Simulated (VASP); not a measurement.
## MgS: G0W0 quasiparticle levels with PBE

Crystal: MgS.

```
Mg S
1.0
     0.00000    2.60152    2.60152
     2.60152    0.00000    2.60152
     2.60152    2.60152    0.00000
Mg S
1 1
Direct
  0.00000 0.00000 0.00000
  0.50000 0.50000 0.50000
```

| Item | Value |
| --- | --- |
| Program | VASP 6.6.1 |
| Task | G0W0 quasiparticle levels |
| Functional | PBE |
| Potentials or basis | VASP PAW PBE potentials, release 64 (Mg_GW, S_GW) |
| Cutoff | 500 eV |
| k mesh | 4 × 4 × 4 |
| Occupations | gaussian, width 0.01 eV |
| Spin | no spin polarisation |
| Dipole correction | no |
| GW scheme | G0W0 |
| GW iterations | 1 |
| Cutoff of the response function | 140 |
| Frequency points | 48 |
| Empty bands | 132 |
| Further INCAR settings | ALGO = EVGW0; EDIFF = 1e-08; NBANDS = 136 |

```
Quasiparticle gap                                   : 4.25 eV
Least direct quasiparticle gap                      : 5.19 eV
Band gap of the starting levels on the mesh         : 2.75 eV
Least direct gap of the starting levels on the mesh : 3.70 eV
```

Run time: 2.6 min on 1 thread of Intel Xeon 8259CL (shared host), peak memory 0.31 GiB.

Caveat: the k points lie up to 0.52 Å⁻¹ apart; bands, screening cutoff and mesh are small and nothing is extrapolated, so the quasiparticle values aren't converged.
